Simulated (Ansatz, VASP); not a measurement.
**One calculation of Te2Mo, two programs**

```xyz
6
Lattice="3.5039 0.0000 0.0000 -1.7519 3.0345 0.0000 0.0000 0.0000 24.7677" Properties=species:S:1:pos:R:3 pbc="T T T"
Te    0.0000    2.0230    4.5000
Te    0.0000    2.0230    8.1339
Te   -0.5840    4.0459   11.6139
Te   -0.5840    4.0459   15.2477
Mo    1.7519    1.0115    6.3169
Mo   -2.3359    5.0574   13.4308
```

Alike in both runs: task single point; functional PBE; dispersion D3(BJ); k mesh 9 × 9 × 1; occupations gaussian, width 0.05 eV; no spin polarisation.

|  | VASP | Ansatz |
| --- | --- | --- |
| version | VASP 6.6.1 | Ansatz 0.2.0 |
| potentials or method | VASP PAW PBE potentials, release 64 (Te, Mo_sv), cutoff 520 eV | scalar-relativistic, plane waves, PAW |
| valence electrons in the cell | 52 | 92 |

VASP gave:

| Quantity | Value |
| --- | --- |
| gap on the k mesh at the Fermi level (eV) | 1.06 |
| least direct gap on the mesh (eV) | 1.14 |
| rms of the force components (eV/Å) | 0.029 |

Task: What did Ansatz give for the same quantities?

Result: gap on the k mesh at the Fermi level (eV): 1.06; least direct gap on the mesh (eV): 1.15; rms of the force components (eV/Å): 0.027.

VASP's potentials hold 52 valence electrons a cell and Ansatz's 92, so a difference there can come from the potentials and not from the codes.

Spin-orbit coupling is off throughout.
